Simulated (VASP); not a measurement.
Wanted: the native input for a VASP 6.6.1 run.

```
Task                   : single point
Functional             : PBE
Potentials or basis    : VASP PAW PBE potentials, release 64 (Cd, Hg, Se)
Cutoff                 : 520 eV
k mesh                 : 6 × 6 × 1
Occupations            : gaussian, width 0.2 eV
Spin                   : no spin polarisation
Dipole correction      : no
Further INCAR settings : ALGO = Normal; EDIFF = 1e-06; NBANDS = 66
```

The structure of Cd5HgSe6 lies in POSCAR:

```
Cd5HgSe6
1.0
    4.3900186400      0.0000000000      0.0000000000
   -2.1950093200      3.8018676653      0.0000000000
    0.0000000000      0.0000000000     21.4888028000
Cd Hg Se
5 1 6
Direct
    0.0000000000      0.0000000000      0.9994560000
    0.3333333333      0.6666666667      0.8332530000
    0.6666666667      0.3333333333      0.6670580000
    0.0000000000      0.0000000000      0.5006860000
    0.6666666667      0.3333333333      0.1655400000
    0.3333333333      0.6666666667      0.3337120000
    0.3333333333      0.6666666667      0.9581550000
    0.6666666667      0.3333333333      0.7919590000
    0.0000000000      0.0000000000      0.6257190000
    0.3333333333      0.6666666667      0.4596170000
    0.6666666667      0.3333333333      0.2904720000
    0.0000000000      0.0000000000      0.1243730000
```

These files were run (other wordings do the same):

INCAR

```
SYSTEM = Cd5HgSe6
PREC = Accurate ; ENCUT = 520
EDIFF = 1E-6 ; ISMEAR = 0
SIGMA = 0.2 ; LREAL = .False.
LASPH = .True. ; NELM = 100
ALGO = Normal ; ISIF = 2
LWAVE = .False. ; LCHARG = .False.
GGA = PE ; NBANDS = 66
```

KPOINTS

```
regular mesh
0
Gamma
  6 6 1
  0 0 0
```

Potentials or basis: VASP PAW PBE potentials, release 64 (Cd, Hg, Se).

The run is started by

```bash
$ cat potpaw_PBE.64/Cd/POTCAR potpaw_PBE.64/Hg/POTCAR potpaw_PBE.64/Se/POTCAR > POTCAR
$ mpirun -np 1 vasp_std > vasp.out
```

It gave:

- Pressure: 0.3 GPa
- Largest force: 0.014 eV/Å
- Band gap on the k mesh: 0.10 eV

Caveat: the smearing spreads over this small gap; spin-orbit coupling is left out, which moves the levels of the heavy elements.

Wall time 4.9 min on 1 thread of Intel Xeon 8259CL (shared host), peak memory 0.53 GiB.
